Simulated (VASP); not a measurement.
Input of a VASP 6.6.1 run:

File INCAR:

```
SYSTEM = MnO2
PREC = Accurate ; ENCUT = 520
EDIFF = 1E-6 ; ISMEAR = 0
SIGMA = 0.1 ; LREAL = .False.
LASPH = .True. ; NELM = 150
ALGO = Normal ; ISIF = 2
LWAVE = .False. ; LCHARG = .True.
ISPIN = 2 ; MAGMOM = 2.63 2.63 0 0 0 0
LORBIT = 11 ; LMAXMIX = 4
GGA = PE ; IVDW = 12
LELF = .True. ; LVHAR = .True.
NBANDS = 38
```

KPOINTS

```
Automatic mesh
0
Gamma
  8 8 12
  0 0 0
```

Contents of POSCAR:

```
MnO2
1.0
    4.4289742489      0.0000000000      0.0000000000
    0.0000000000      4.4289742489      0.0000000000
    0.0000000000      0.0000000000      2.8688843352
Mn O
2 4
Direct
    0.0000000000      0.0000000000      0.0000000000
    0.5000000000      0.5000000000      0.5000000000
    0.3051095803      0.3051095803      0.0000000000
    0.1948904197      0.8051095803      0.5000000000
    0.6948904197      0.6948904197      0.0000000000
    0.8051095803      0.1948904197      0.5000000000
```

Potentials or basis: VASP PAW PBE potentials, release 64 (Mn_pv, O).

Command:

```bash
$ cat potpaw_PBE.64/Mn_pv/POTCAR potpaw_PBE.64/O/POTCAR > POTCAR
$ mpirun -np 1 vasp_std > vasp.out
```

Q: Estimate the dispersion energy per atom.

A: -0.160 eV.

Q: Estimate the site moments.

A: Mn +2.70; O +0.10 μB.

Q: Estimate the pressure.

A: 0.8 GPa.

Forces on the atoms (eV/Å):
```
Mn   0.000  0.000  0.000
Mn   0.000  0.000  0.000
O   -0.022 -0.022  0.000
O    0.022 -0.022  0.000
O    0.022  0.022  0.000
O   -0.022  0.022  0.000
```

Caveat: the run started ferromagnetic, and an antiferromagnetic order may lie lower in energy.
